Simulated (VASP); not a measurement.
# BaTiO3 (Amm2) in VASP: a series of runs

The runs below take BaTiO3 through single point, with r2SCAN, r2SCAN+U.

Program: VASP 6.6.1. These are calculated values, not measurements. Logs are shortened: lines on timing, memory, paths and dates and some standing lists are left out, and cuts for length are marked.

## Step 1: The cell of the first run

It takes space group Amm2 (No. 38, orthorhombic). The conventional cell has a = 3.986 Å, b = 5.674 Å, c = 5.690 Å, α = 90.00°, β = 90.00°, γ = 90.00°. Within 3.7 Å of Ba (site symmetry mm2) lie 12 O at 2.77 to 2.92 Å and 8 Ti at 3.42 to 3.53 Å. Ti (site symmetry mm2) has 6 O at 1.93 to 2.09 Å within 2.6 Å. Within 2.6 Å of O (site symmetry mm2) lie 2 Ti at 2.00 Å. Within 2.6 Å of O (site symmetry m) lie 2 Ti at 1.93 to 2.09 Å.

## Step 2: Single point, r2SCAN

POSCAR reads:

```
BaTiO3
1.0
    3.9855000000      0.0000000000      0.0000000000
    0.0000000000      2.8369000000      2.8451500000
    0.0000000000     -2.8369000000      2.8451500000
Ba Ti O
1 1 3
Direct
    0.0000000000      0.0000000000      0.0000000000
    0.5000000000      0.5124000000      0.5124000000
    0.0000000000      0.4874000000      0.4874000000
    0.5000000000      0.5052400000      0.9918400000
    0.5000000000      0.9918400000      0.5052400000
```

INCAR.step1 reads:

```
PREC = Accurate
ENCUT = 520
ISMEAR = 1
SIGMA = 0.01
LREAL = F
LASPH = T
NELM = 60
NBANDS = 28
GGA = PE
ALGO = Normal
EDIFF = 1E-4
LWAVE = T
LCHARG = F
```

INCAR.step2 reads:

```
PREC = Accurate
ENCUT = 520
EDIFF = 1E-7
ISMEAR = 1
SIGMA = 0.01
LREAL = F
LASPH = T
NELM = 60
ALGO = Normal
ISIF = 2
LWAVE = F
LCHARG = F
METAGGA = R2SCAN
LMIXTAU = T
NBANDS = 28
ISTART = 1
```

KPOINTS reads:

```
Automatic mesh
0
Gamma
  6 6 6
```

Potentials or basis: VASP PAW PBE potentials, release 64 (Ba_sv, Ti_sv, O).

Started as:

```console
$ cat potpaw_PBE.64/Ba_sv/POTCAR potpaw_PBE.64/Ti_sv/POTCAR potpaw_PBE.64/O/POTCAR > POTCAR
$ cp INCAR.step1 INCAR
$ mpirun -np 1 vasp_std > vasp.out
$ cp INCAR.step2 INCAR
$ mpirun -np 1 vasp_std > vasp.out
```

OUTCAR:

```text
PREC = Accurate
   ENCUT = 520
   EDIFF = 1E-7
   ISMEAR = 1
   LREAL = F
   LASPH = T
   NELM = 60
   ISIF = 2
   METAGGA = R2SCAN
   ISTART = 1

 ion  position               nearest neighbor table
   1  0.000  0.000  0.000-   3 2.77   4 2.81   5 2.81   4 2.81   5 2.81   3 2.84   3 2.84   4 2.84
                             5 2.84   5 2.84   4 2.84   3 2.92   2 3.42   2 3.42   2 3.47   2 3.47
   2  0.500  0.512  0.512-   4 1.93   5 1.93   3 2.00   3 2.00   5 2.09   4 2.09   1 3.42   1 3.42
                             1 3.47   1 3.47   1 3.47   1 3.47   1 3.53   1 3.53
   3  0.000  0.487  0.487-   2 2.00   2 2.00   1 2.77   1 2.84   1 2.84   1 2.92
   4  0.500  0.505  0.992-   2 1.93   2 2.09   1 2.81   1 2.81   1 2.84   1 2.84
   5  0.500  0.992  0.505-   2 1.93   2 2.09   1 2.81   1 2.81   1 2.84   1 2.84

  LATTYP: Found a base centered orthorhombic cell.
 ALAT       =     5.6738000000
 B/A-ratio  =     1.0029081039
 C/A-ratio  =     0.7024392823

  Lattice vectors:

 A1 = (   0.0000000000,   2.8369000000,  -2.8451500000)
 A2 = (   0.0000000000,   2.8369000000,   2.8451500000)
 A3 = (   3.9855000000,   0.0000000000,   0.0000000000)

Analysis of symmetry for initial positions (statically):
=====================================================================
 Subroutine PRICEL returns:
 Original cell was already a primitive cell.

 Routine SETGRP: Setting up the symmetry group for a
 base centered orthorhombic supercell.

 Subroutine GETGRP returns: Found  4 space group operations
 (whereof  4 operations were pure point group operations)
 out of a pool of  8 trial point group operations.

The static configuration has the point symmetry C_2v.

Analysis of symmetry for dynamics (positions and initial velocities):
=====================================================================
 Subroutine PRICEL returns:
 Original cell was already a primitive cell.

 Routine SETGRP: Setting up the symmetry group for a
 base centered orthorhombic supercell.

 Subroutine GETGRP returns: Found  4 space group operations
 (whereof  4 operations were pure point group operations)
 out of a pool of  8 trial point group operations.

The dynamic configuration has the point symmetry C_2v.

 Subroutine INISYM returns: Found  4 space group operations
 (whereof  4 operations are pure point group operations),
 and found     1 'primitive' translations

[... 94 lines left out ...]
   ISPIN  =      1    spin polarized calculation?
   LNONCOLLINEAR =      F non collinear calculations
   LSORBIT =      F    spin-orbit coupling
   LASPH  =      T    aspherical Exc in radial PAW
   ENCUT  =  520.0 eV  38.22 Ry    6.18 a.u.   7.41  7.47  7.47*2*pi/ulx,y,z
   NELM   =     60;   NELMIN=  2; NELMDL=  0     # of ELM steps
   EDIFF  = 0.1E-06   stopping-criterion for ELM
   LREAL  =      F    real-space projection
   EDIFFG = 0.1E-05   stopping-criterion for IOM
   NSW    =      0    number of steps for IOM
   IBRION =     -1    ionic relax: 0-MD 1-quasi-New 2-CG
   NFREE  =      0    steps in history (QN), initial steepest desc. (CG)
   ISIF   =      2    stress and relaxation
   ISYM   =      2    0-nonsym 1-usesym 2-fastsym
   POTIM  = 0.5000    time-step for ionic-motion
   TEBEG  =    0.0;   TEEND  =   0.0 temperature during run
   PSTRESS=    0.0 pullay stress
   NELECT =      40.0000    total number of electrons
   NUPDOWN=      -1.0000    fix difference up-down
   EMIN   =  10.00;   EMAX   =-10.00  energy-range for DOS
   EFERMI =   0.00;   METHOD = LEGACY
   ISMEAR =     1;   SIGMA  =   0.01  broadening in eV -4-tet -1-fermi 0-gaus
   EFERMI_NEDOS =   21; number of points for ismear=-14 and -15
   IALGO  =     38    algorithm
   IMIX   =      4    mixing-type and parameters
     AMIX     =   0.40;   BMIX     =  1.00
     AMIX_MAG =   1.60;   BMIX_MAG =  1.00
  volume/ion in A,a.u.               =      12.87        86.83
  Fermi-wavevector in a.u.,A,eV,Ry     =   1.397250  2.640420 26.562762  1.952308
  Thomas-Fermi vector in A             =   2.520525
   LORBIT       =      0    0 simple, 1 ext, 2 COOP (PROOUT), +10 PAW based schemes
   METAGGA = R2SCAN    functional components
   LHFCALC =     F    Hartree Fock is set to
   AEXX    =    0.0000 exact exchange contribution
   IVDW    =     0    specifies the selected vdW correction
   LEPSILON=     F    determine dielectric tensor
   LRPA    =     F    only Hartree local field effects (RPA)
 non-spin polarized calculation
 Methfessel and Paxton  Order N= 1 SIGMA  =   0.01
  energy-cutoff  :      520.00
  volume of cell :       64.34
 maximum number of plane-waves:      1754
 NGX is ok and might be reduce to    30
   NGX = 15   NGY = 15   NGZ = 15

 number of electron      39.9999995 magnetization

 Free energy of the ion-electron system (eV)
  ---------------------------------------------------
  ext. energy  EPLUGINS =         0.00000000
  ---------------------------------------------------
  free energy    TOTEN  =       -74.23432155 eV

  energy without entropy =      -74.23432155  energy(sigma->0) =      -74.23432155

 E-fermi :   3.6227     XC(G=0): -11.8952

 val. band max:        3.5045051242   @ k =   0.5000   0.5000   0.5000
 cond. band min:       5.7444073447   @ k =   0.0000   0.0000   0.0000
 fundamental gap:      2.2399022205
 Fermi energy:         3.6226543330

 k-point     1 :       0.0000    0.0000    0.0000
  band No.  band energies     occupation
      1     -55.3063      2.00000
      2     -30.4796      2.00000
      3     -30.4783      2.00000
      4     -30.4629      2.00000
      5     -21.9845      2.00000
      6     -14.3475      2.00000
[... 733 lines left out ...]
     27      12.3116      0.00000
     28      12.7591      0.00000

 [... further k-points ...]
[... 5 lines left out ...]
  --------------------------------------------------------------------------------------
  -------------------------------------------------------------------------------------
  Total        0.4872959      0.5358967      0.2695798      0.0000000      0.0000000      0.0000000
  in kB       12.1350422     13.3453411      6.7132984      0.0000000      0.0000000      0.0000000
  external PRESSURE =      10.7312272 kB  Pullay stress =       0.0000000 kB

 VOLUME and BASIS-vectors are now :
 -----------------------------------------------------------------------------
  energy-cutoff  :      520.00
  volume of cell :       64.34
      direct lattice vectors                 reciprocal lattice vectors
     3.985500000  0.000000000  0.000000000     0.250909547  0.000000000  0.000000000
     0.000000000  2.836900000  2.845150000     0.000000000  0.176248722  0.175737659
     0.000000000 -2.836900000  2.845150000     0.000000000 -0.176248722  0.175737659

 POSITION                                       TOTAL-FORCE (eV/Angst)
 -----------------------------------------------------------------------------------
      0.00000      0.00000      0.00000         0.000000      0.000000      0.161772
      1.99275      0.00000      2.91571         0.000000      0.000000      0.116501
      0.00000      0.00000      2.77345         0.000000      0.000000      0.267449
      1.99275     -1.38044      4.25942         0.000000     -0.014288     -0.272861
      1.99275      1.38044      4.25942         0.000000      0.014288     -0.272861
 -----------------------------------------------------------------------------------
    total drift:                                0.000000      0.000001      0.000394

  FREE ENERGIE OF THE ION-ELECTRON SYSTEM (eV)
  ---------------------------------------------------
  free  energy   TOTEN  =       -74.2343215468 eV

  energy  without entropy=      -74.2343215468  energy(sigma->0) =      -74.23432155
```

OSZICAR.step1:

```text
N       E                     dE             d eps       ncg     rms          rms(c)
DAV:   1     0.437152275703E+03    0.43715E+03   -0.20834E+04  2912   0.155E+03
DAV:   2    -0.184455918717E+01   -0.43900E+03   -0.41770E+03  3236   0.432E+02
DAV:   3    -0.485849012078E+02   -0.46740E+02   -0.46278E+02  4108   0.137E+02
DAV:   4    -0.508207489857E+02   -0.22358E+01   -0.22314E+01  4340   0.257E+01
DAV:   5    -0.508874714750E+02   -0.66722E-01   -0.66713E-01  3904   0.347E+00    0.230E+01
DAV:   6    -0.401752171453E+02    0.10712E+02   -0.56621E+01  4176   0.667E+01    0.992E+00
DAV:   7    -0.401441004143E+02    0.31117E-01   -0.10395E+01  3884   0.235E+01    0.678E+00
DAV:   8    -0.399676163714E+02    0.17648E+00   -0.62362E-01  3536   0.701E+00    0.356E+00
DAV:   9    -0.400027569375E+02   -0.35141E-01   -0.36781E-01  4224   0.521E+00    0.161E+00
DAV:  10    -0.399775990345E+02    0.25158E-01   -0.17749E-01  3432   0.436E+00    0.581E-01
DAV:  11    -0.399731806976E+02    0.44183E-02   -0.18505E-02  3828   0.882E-01    0.131E-01
DAV:  12    -0.399732227772E+02   -0.42080E-04   -0.10753E-03  3484   0.277E-01    0.678E-02
DAV:  13    -0.399731663246E+02    0.56453E-04   -0.41446E-04  2868   0.223E-01
   1 F= -.39973166E+02 E0= -.39973166E+02  d E =0.785918E-38
```

Wall time 5.3 min (1 thread of Intel Xeon Platinum 8488C (Sapphire Rapids), shared host); peak memory 0.23 GiB.

What came out:

```yaml
Free_energy: -74.2343 eV
Pressure: 1.1 GPa
Largest_force: 0.273 eV/Å
Band_gap_on_the_k_mesh: 2.24 eV (least direct gap 2.46 eV)
```

Forces on the atoms (eV/Å):
```
Ba   0.000  0.000  0.162
Ti   0.000  0.000  0.117
O    0.000  0.000  0.267
O    0.000 -0.014 -0.273
O    0.000  0.014 -0.273
```

Stress tensor (GPa, compression positive):
```
1.21 0.00 0.00
0.00 1.33 0.00
0.00 0.00 0.67
```

Caveat: the PAW data sets were made with another functional, which shifts forces and pressure a little; spin-orbit coupling is left out, which moves the levels of the heavy elements.

[end of part 1 of 2]
